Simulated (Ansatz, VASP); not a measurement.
# Two plane-wave programs on LiCl

INCAR

```
ALGO = Normal
EDIFF = 1E-7
ENCUT = 520
GGA = PS
ISIF = 2
ISMEAR = 0
LASPH = T
LCHARG = F
LREAL = F
LWAVE = F
NBANDS = 12
NELM = 60
PREC = Accurate
SIGMA = 0.05
```

File KPOINTS:

```
k-points
0
Gamma
  8 8 8
```

The input POSCAR:

```
LiCl
1.0
    0.0000000000      2.5647600000      2.6288790000
    2.5647600000      0.0000000000      2.6288790000
    2.5647600000      2.5647600000      0.0000000000
Li Cl
1 1
Direct
    0.0000000000      0.0000000000      0.0000000000
    0.5000000000      0.5000000000      0.5000000000
```

Input for Ansatz:

```yaml
crystal:
  lattice:
    - [0.0, 2.56476, 2.628879]
    - [2.56476, 0.0, 2.628879]
    - [2.56476, 2.56476, 0.0]
  atoms:
    - { symbol: Li, position: [0.0, 0.0, 0.0] }
    - { symbol: Cl, position: [0.5, 0.5, 0.5] }
basis:
  ecutwfc: 420
kpoints:
  mp_grid: { grid: [8, 8, 8] }
hamiltonian:
  xc: pbesol
scf:
  occupations: { method: gaussian, width: 0.05 }
output:
  forces: true
  stress: true
  eigenvalues: true
```

Change from the starting cell: strain +0.000 along x and y, +0.025 along z, atoms carried along.

Alike in both runs: task single point; functional PBEsol; k mesh 8 × 8 × 8; occupations gaussian, width 0.05 eV; no spin polarisation.

|  | VASP | Ansatz |
| --- | --- | --- |
| version | VASP 6.6.1 | Ansatz 0.2.0 |
| potentials or method | VASP PAW PBE potentials, release 64 (Li_sv, Cl), cutoff 520 eV | scalar-relativistic, plane waves, PAW |
| valence electrons in the cell | 10 | 10 |

Ansatz gave:

| Property | Result |
| --- | --- |
| gap on the k mesh at the Fermi level (eV) | 5.95 |
| least direct gap on the mesh (eV) | 5.95 |

Task: What did VASP give for the same quantities?

Result: gap on the k mesh at the Fermi level (eV): 5.96; least direct gap on the mesh (eV): 5.96.

VASP's potentials were made for PBE, not for PBEsol.

Noted on VASP's run: the cutoff is short for stress, so the pressure is rough.
